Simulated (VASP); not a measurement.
# SnO2 (kscan) (P4_2/mnm) in VASP: notebook, part 2 of 2

VASP 6.6.1. Earlier steps stand in the parts before.

## Step 3: Single point, r2SCAN

This run uses another cell than the first one, of 12.08 Å³/atom, 1.013 times its volume.

File POSCAR:

```
SnO2
1.0
    4.7585535658      0.0000000000      0.0000000000
    0.0000000000      4.7585535658      0.0000000000
    0.0000000000      0.0000000000      3.2001190477
Sn O
2 4
Direct
    0.0000000000      0.0000000000      0.0000000000
    0.5000000000      0.5000000000      0.5000000000
    0.3059063678      0.3059063678      0.0000000000
    0.1940936322      0.8059063678      0.5000000000
    0.6940936322      0.6940936322      0.0000000000
    0.8059063678      0.1940936322      0.5000000000
```

File INCAR.step1:

```
PREC     = Accurate       # precision mode
ENCUT    = 520            # plane-wave cutoff, eV
ISMEAR   = 0              # smearing method
SIGMA    = 0.02           # smearing width, eV
LREAL    = F              # projectors in reciprocal space
LASPH    = T              # aspherical terms in the spheres
NELM     = 100            # most SCF steps
NBANDS   = 35             # bands
GGA      = PE             # functional
ALGO     = Normal         # electronic algorithm
EDIFF    = 1E-4           # SCF threshold, eV
LWAVE    = T              # write WAVECAR
LCHARG   = F              # write CHGCAR
```

File INCAR.step2:

```
PREC     = Accurate       # precision mode
ENCUT    = 520            # plane-wave cutoff, eV
EDIFF    = 1E-7           # SCF threshold, eV
ISMEAR   = 0              # smearing method
SIGMA    = 0.02           # smearing width, eV
LREAL    = F              # projectors in reciprocal space
LASPH    = T              # aspherical terms in the spheres
NELM     = 100            # most SCF steps
ALGO     = Normal         # electronic algorithm
ISIF     = 2              # what is computed and relaxed
LWAVE    = F              # write WAVECAR
LCHARG   = T              # write CHGCAR
METAGGA  = R2SCAN         # meta-GGA
LMIXTAU  = T            
LELF     = T              # ELF
LVHAR    = T            
NBANDS   = 35             # bands
ISTART   = 1
```

File KPOINTS:

```
regular mesh
0
Gamma
  6 6 8
```

Potentials or basis: VASP PAW PBE potentials, release 64 (Sn_d, O).

On the command line:

```sh
> cat potpaw_PBE.64/Sn_d/POTCAR potpaw_PBE.64/O/POTCAR > POTCAR
> cp INCAR.step1 INCAR
> mpirun -np 1 vasp_std > vasp.out
> cp INCAR.step2 INCAR
> mpirun -np 1 vasp_std > vasp.out
```

OUTCAR:

```text
PREC = Accurate
   ENCUT = 520
   EDIFF = 1E-7
   ISMEAR = 0
   LREAL = F
   LASPH = T
   NELM = 100
   ISIF = 2
   METAGGA = R2SCAN
   ISTART = 1

 ion  position               nearest neighbor table
   1  0.000  0.000  0.000-   3 2.06   5 2.06   4 2.07   6 2.07   4 2.07   6 2.07   2 3.73   2 3.73
                             2 3.73   2 3.73   2 3.73   2 3.73   2 3.73   2 3.73
   2  0.500  0.500  0.500-   4 2.06   6 2.06   5 2.07   3 2.07   3 2.07   5 2.07   1 3.73   1 3.73
                             1 3.73   1 3.73   1 3.73   1 3.73   1 3.73   1 3.73
   3  0.306  0.306  0.000-   1 2.06   2 2.07   2 2.07
   4  0.194  0.806  0.500-   2 2.06   1 2.07   1 2.07
   5  0.694  0.694  0.000-   1 2.06   2 2.07   2 2.07
   6  0.806  0.194  0.500-   2 2.06   1 2.07   1 2.07

  LATTYP: Found a simple tetragonal cell.
 ALAT       =     4.7585535658
 C/A-ratio  =     0.6724982715

  Lattice vectors:

 A1 = (   4.7585535658,   0.0000000000,   0.0000000000)
 A2 = (   0.0000000000,   4.7585535658,   0.0000000000)
 A3 = (   0.0000000000,   0.0000000000,   3.2001190477)

Analysis of symmetry for initial positions (statically):
=====================================================================
 Subroutine PRICEL returns:
 Original cell was already a primitive cell.

[... 180 lines left out ...]
 E-fermi :   5.7503     XC(G=0): -11.9740

 val. band max:        5.5665591371   @ k =   0.0000   0.0000   0.0000
 cond. band min:       7.3698761086   @ k =   0.0000   0.0000   0.0000
 fundamental gap:      1.8033169715
 Fermi energy:         5.7502646607

 k-point     1 :       0.0000    0.0000    0.0000
  band No.  band energies     occupation
      1     -16.1720      2.00000
      2     -15.2569      2.00000
      3     -14.9552      2.00000
      4     -14.9552      2.00000
      5     -14.9327      2.00000
      6     -14.8949      2.00000
[... 901 lines left out ...]
     34      18.8212      0.00000
     35      19.1166      0.00000

 [... further k-points ...]
[... 5 lines left out ...]
  --------------------------------------------------------------------------------------
  -------------------------------------------------------------------------------------
  Total        0.4922920      0.4922920      0.7335967     -0.0000000      0.0000000      0.0000000
  in kB       10.8847199     10.8847199     16.2200394     -0.0000000      0.0000000      0.0000000
  external PRESSURE =      12.6631597 kB  Pullay stress =       0.0000000 kB

 VOLUME and BASIS-vectors are now :
 -----------------------------------------------------------------------------
  energy-cutoff  :      520.00
  volume of cell :       72.46
      direct lattice vectors                 reciprocal lattice vectors
     4.758553566  0.000000000  0.000000000     0.210147892  0.000000000  0.000000000
     0.000000000  4.758553566  0.000000000     0.000000000  0.210147892  0.000000000
     0.000000000  0.000000000  3.200119048     0.000000000  0.000000000  0.312488375

 POSITION                                       TOTAL-FORCE (eV/Angst)
 -----------------------------------------------------------------------------------
      0.00000      0.00000      0.00000        -0.000000      0.000000      0.000000
      2.37928      2.37928      1.60006        -0.000000      0.000000      0.000000
      1.45567      1.45567      0.00000        -0.021000     -0.021000      0.000000
      0.92360      3.83495      1.60006         0.021000     -0.021000      0.000000
      3.30288      3.30288      0.00000         0.021000      0.021000     -0.000000
      3.83495      0.92360      1.60006        -0.021000      0.021000     -0.000000
 -----------------------------------------------------------------------------------
    total drift:                                0.000000      0.000000      0.000000

  FREE ENERGIE OF THE ION-ELECTRON SYSTEM (eV)
  ---------------------------------------------------
  free  energy   TOTEN  =       -84.6290397309 eV

  energy  without entropy=      -84.6290397309  energy(sigma->0) =      -84.62903973
```

OUTCAR.step1:

```text
PREC = Accurate
   ENCUT = 520
   ISMEAR = 0
   LREAL = F
[... 1154 lines left out ...]
      1.45567      1.45567      0.00000        -0.036805     -0.036805      0.000000
      0.92360      3.83495      1.60006         0.036805     -0.036805      0.000000
      3.30288      3.30288      0.00000         0.036805      0.036805     -0.000000
      3.83495      0.92360      1.60006        -0.036805      0.036805      0.000000
 -----------------------------------------------------------------------------------
    total drift:                                0.000000      0.000000      0.000000

  FREE ENERGIE OF THE ION-ELECTRON SYSTEM (eV)
  ---------------------------------------------------
  free  energy   TOTEN  =       -37.2253009768 eV

  energy  without entropy=      -37.2253009768  energy(sigma->0) =      -37.22530098
```

OSZICAR.step1:

```text
N       E                     dE             d eps       ncg     rms          rms(c)
DAV:   1     0.635779048323E+03    0.63578E+03   -0.25619E+04  3880   0.231E+03
DAV:   2     0.573814521619E+02   -0.57840E+03   -0.54451E+03  3820   0.607E+02
DAV:   3    -0.384055035989E+02   -0.95787E+02   -0.94165E+02  3865   0.208E+02
DAV:   4    -0.433171253145E+02   -0.49116E+01   -0.48760E+01  4399   0.508E+01
DAV:   5    -0.434441370522E+02   -0.12701E+00   -0.12680E+00  4414   0.856E+00    0.160E+01
DAV:   6    -0.371393130292E+02    0.63048E+01   -0.17482E+01  5515   0.640E+01    0.621E+00
DAV:   7    -0.372536288419E+02   -0.11432E+00   -0.20292E+00  3993   0.792E+00    0.322E+00
DAV:   8    -0.372315509680E+02    0.22078E-01   -0.16681E-01  5170   0.414E+00    0.748E-01
DAV:   9    -0.372245117560E+02    0.70392E-02   -0.34628E-02  5732   0.297E+00    0.131E-01
DAV:  10    -0.372251869630E+02   -0.67521E-03   -0.38289E-03  4431   0.480E-01    0.550E-02
DAV:  11    -0.372253004145E+02   -0.11345E-03   -0.17099E-04  3511   0.101E-01    0.131E-02
DAV:  12    -0.372253009768E+02   -0.56229E-06   -0.20999E-05  2193   0.410E-02
   1 F= -.37225301E+02 E0= -.37225301E+02  d E =-.781419E-26
```

Wall time 17 min (1 thread of AMD EPYC 7R13, shared host); peak memory 0.21 GiB.

Results:

| Property | Result |
| --- | --- |
| Free energy | -84.6290 eV |
| Pressure | 1.3 GPa |
| Largest force | 0.030 eV/Å |
| Band gap on the k mesh | 1.80 eV, direct |

Forces on the atoms (eV/Å):
```
Sn   0.000  0.000  0.000
Sn   0.000  0.000  0.000
O   -0.021 -0.021  0.000
O    0.021 -0.021  0.000
O    0.021  0.021  0.000
O   -0.021  0.021  0.000
```

Levels at points of the mesh, in eV from the valence-band top:
| k point | band 22 | band 23 | band 24 | band 25 | band 26 | band 27 | band 28 | band 29 | band 30 | band 31 |
| --- | --- | --- | --- | --- | --- | --- | --- | --- | --- | --- |
| (0.00, 0.00, 0.00) | -1.22 | -1.22 | -0.78 | -0.78 | 0.00 | 1.80 | 6.82 | 7.05 | 7.05 | 11.11 |
| (0.50, 0.00, 0.00) | -1.97 | -1.17 | -1.17 | -0.62 | -0.62 | 5.01 | 5.01 | 7.81 | 7.81 | 11.90 |
| (0.50, 0.50, 0.00) | -1.96 | -1.30 | -1.30 | -0.92 | -0.92 | 5.45 | 5.45 | 8.22 | 8.22 | 11.93 |
| (0.00, 0.00, 0.50) | -2.59 | -1.67 | -1.67 | -1.27 | -1.27 | 6.88 | 6.88 | 10.54 | 10.54 | 11.56 |
| (0.50, 0.00, 0.50) | -1.73 | -1.11 | -1.11 | -0.69 | -0.69 | 7.16 | 7.16 | 8.86 | 8.86 | 11.94 |
| (0.50, 0.50, 0.50) | -2.35 | -0.96 | -0.96 | -0.85 | -0.85 | 5.53 | 5.53 | 9.65 | 9.65 | 11.92 |

Caveat: the PAW data sets were made with another functional, which shifts forces and pressure a little; spin-orbit coupling is left out, which moves the levels of the heavy elements. r2SCAN opens gaps a little over a GGA but as a rule still falls short of measured ones.
